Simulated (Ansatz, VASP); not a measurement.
## BN: VASP beside Ansatz

The input INCAR:

```
SYSTEM = BN
  PREC = Accurate
  ENCUT = 520
  EDIFF = 1E-6
  ISMEAR = 0
  SIGMA = 0.05
  LREAL = .FALSE.
  LASPH = .TRUE.
  NELM = 60
  ALGO = Normal
  ISIF = 2
  LWAVE = .FALSE.
  LCHARG = .FALSE.
  IBRION = 2
  NSW = 50
  EDIFFG = -0.01
```

Contents of KPOINTS:

```
Automatic mesh
0
G
  12 12 4
  0 0 0
```

File POSCAR:

```
BN
1.0
    2.3059555345      0.0000000000      0.0000000000
   -1.1529777672      2.1549757989      0.0000000000
    0.0000000000      0.0000000000      6.0191680927
B N
2 2
Direct
    0.3333333333      0.6666666667      0.2500000000
    0.6666666667      0.3333333333      0.7500000000
    0.3333333333      0.6666666667      0.7500000000
    0.6666666667      0.3333333333      0.2500000000
```

Input for Ansatz:

```yaml
crystal:
  lattice:
    - [2.3059555345, 0.0, 0.0]
    - [-1.1529777672, 2.1549757989, 0.0]
    - [0.0, 0.0, 6.0191680927]
  atoms:
    - { symbol: B, position: [0.3333333333, 0.6666666667, 0.25] }
    - { symbol: B, position: [0.6666666667, 0.3333333333, 0.75] }
    - { symbol: "N", position: [0.3333333333, 0.6666666667, 0.75] }
    - { symbol: "N", position: [0.6666666667, 0.3333333333, 0.25] }
basis:
  ecutwfc: 520.0
kpoints:
  mp_grid: { grid: [12, 12, 4] }
hamiltonian:
  xc: lda
  pseudopotentials: { kind: paw, azcp: { folder: soft_1 } }
scf:
  occupations: { method: gaussian, width: 0.05 }
output:
  forces: true
  stress: true
  eigenvalues: true
relax:
  adjacent_minimum: "off"
  f_tol: 0.01
  max_steps: 30
```

Change from the starting cell: normal strain along x -0.0733, normal strain along z -0.0733.

Alike in both runs: task relaxation of the atoms; functional LDA; k mesh 12 × 12 × 4; occupations gaussian, width 0.05 eV; no spin polarisation.

```csv
,VASP,Ansatz
version,VASP 6.6.1,Ansatz 0.2.0
potentials or method,"VASP PAW LDA potentials, release 64 (B, N), cutoff 520 eV","scalar-relativistic, plane waves, PAW"
valence electrons in the cell,16,16
```

|  | VASP | Ansatz | Ansatz less VASP |
| --- | --- | --- | --- |
| gap on the k mesh at the Fermi level, each at its own relaxed structure (eV) | 3.62 | 3.66 | +0.033 |

Ansatz warns that its potentials were made for another functional, while VASP's fit it. LDA's correlation is that of Perdew and Zunger in VASP and of Perdew and Wang (1992) in Ansatz. Ansatz's warnings: stress scf threshold loose.
